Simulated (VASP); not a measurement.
# BP: single point with r2SCAN

BP:

```
B P
1.0
     0.00000    2.22295    2.28684
     2.22295    0.00000    2.28684
     2.22295    2.22295    0.00000
B P
1 1
Cartesian
  0.0000 0.0000 0.0000
  1.1115 1.1115 1.1434
```

This cell differs from its parent crystal: epitaxial xy strain -2.0%.

```
Program                : VASP 6.6.1
Task                   : single point
Functional             : r2SCAN
Potentials or basis    : VASP PAW PBE potentials, release 64 (B, P)
Cutoff                 : 520 eV
k mesh                 : 10 × 10 × 10
Occupations            : gaussian, width 0.01 eV
Spin                   : no spin polarisation
Dipole correction      : no
Further INCAR settings : ALGO = Normal; EDIFF = 1e-06; NBANDS = 11
```

```json
{"Pressure": "5.2 GPa", "Band gap on the k mesh": "1.17 eV, indirect (least direct gap 3.54 eV)"}
```

Stress tensor (GPa, compression positive):
```
 8.16  0.00  0.00
 0.00  8.16  0.00
 0.00  0.00 -0.59
```

Levels at points of the mesh, in eV from the valence-band top:
```csv
k point,band 2,band 3,band 4,band 5,band 6,band 7
"(0.00, 0.00, 0.00)",-0.31,0.00,0.00,3.54,3.54,3.71
"(0.50, 0.00, 0.00)",-9.85,-2.21,-1.81,4.07,4.97,5.10
"(0.50, 0.50, 0.00)",-9.59,-4.36,-4.36,1.59,2.07,13.30
"(0.50, 0.00, 0.50)",-9.32,-4.71,-4.64,1.26,1.64,12.90
```

Run time: 37 s on 1 thread of Intel(R) Xeon(R) Platinum 8488C (Sapphire Rapids), with other jobs on the host, peak memory 0.15 GiB.

Caveat: the cell differs from its parent crystal (epitaxial xy strain -2.0%); the PAW data sets were made with another functional, which shifts forces and pressure a little. A k mesh can miss the band edges.
